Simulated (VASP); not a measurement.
Set up this calculation in VASP 6.6.1, as the native input.

* Task: single point
* Functional: LDA
* Potentials or basis: VASP PAW LDA potentials, release 64 (Li_sv, Hf_pv, N)
* Cutoff: 520 eV
* k mesh: 9 × 9 × 6
* Occupations: gaussian, width 0.05 eV
* Spin: no spin polarisation
* Dipole correction: no
* Further INCAR settings: ALGO = Normal; EDIFF = 1e-06; NBANDS = 21

The structure of Li2HfN2 lies in POSCAR:

```
Li2HfN2
1.0
    3.2371209533      0.0000000000      0.0000000000
   -1.6185604767      2.8034289807      0.0000000000
    0.0000000000      0.0000000000      5.4235951800
Li Hf N
2 1 2
Direct
    0.6666666667      0.3333333333      0.3827885700
    0.3333333333      0.6666666667      0.6172114300
   -0.1853498861      0.0000000000     -0.1106277257
    0.6666666667      0.3333333333      0.7793848600
    0.3333333333      0.6666666667      0.2206151400
```

This cell differs from its parent crystal: atom 3 (Hf) moved by (-0.600, -0.600) A along x and z.

These files were run (other wordings do the same):

INCAR

```
ALGO = Normal
EDIFF = 1E-6
ENCUT = 520
GGA = CA
ISIF = 2
ISMEAR = 0
LASPH = True
LCHARG = True
LELF = True
LREAL = False
LVHAR = True
LWAVE = False
NBANDS = 21
NELM = 100
PREC = Accurate
SIGMA = 0.05
```

KPOINTS

```
k-points
0
Gamma
  9 9 6
```

Potentials or basis: VASP PAW LDA potentials, release 64 (Li_sv, Hf_pv, N).

Launch:

```bash
$ cat potpaw_LDA.64/Li_sv/POTCAR potpaw_LDA.64/Hf_pv/POTCAR potpaw_LDA.64/N/POTCAR > POTCAR
$ mpirun -np 1 vasp_std > vasp.out
```

Results of the run:

| Quantity | Value |
| --- | --- |
| Largest force | 36.354 eV/Å |
| Band gap on the k mesh | zero (band 13 reaches 5.23 eV, above the bottom of band 14 at 4.64 eV) |

Caveat: the cell differs from its parent crystal (atom 3 (Hf) moved by (-0.600, -0.600) A along x and z); spin-orbit coupling is left out, which moves the levels of the heavy elements; forces of over 1 eV/Å act on the atoms, so gaps and moduli don't describe the material at rest.

Wall time 82 s on 1 thread of Intel(R) Xeon(R) 6975P-C (Granite Rapids), on a shared host, peak memory 0.33 GiB.
